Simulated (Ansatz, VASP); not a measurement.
## One calculation of Zr, two programs

```
CELL_PARAMETERS angstrom
3.24533 0.00000 0.00000
-1.62267 2.81054 0.00000
0.00000 0.00000 5.15384
ATOMIC_POSITIONS crystal
Zr 0.33333 0.66667 0.25000
Zr 0.66667 0.33333 0.75000
```

Alike in both runs: functional r2SCAN; k mesh 21 × 21 × 12; occupations gaussian, width 0.1 eV; no spin polarisation.

Ansatz relaxed the structure, and its values are those at the end. VASP's run is a single point on that final structure, the one shown.

|  | VASP | Ansatz |
| --- | --- | --- |
| version | VASP 6.6.1 | Ansatz 0.2.0 |
| potentials or method | VASP PAW PBE potentials, release 64 (Zr_sv), cutoff 520 eV | scalar-relativistic, plane waves, PAW |
| valence electrons in the cell | 24 | 24 |

|  | VASP | Ansatz | Ansatz less VASP |
| --- | --- | --- | --- |
| gap on the k mesh at the Fermi level (eV) | none | none | - |
| pressure (GPa) | 0.0 | 0.0 | 0.00 |

VASP's potentials were made for PBE, not for r2SCAN. A gap of «none» marks a metal or a gap that the smearing closes.
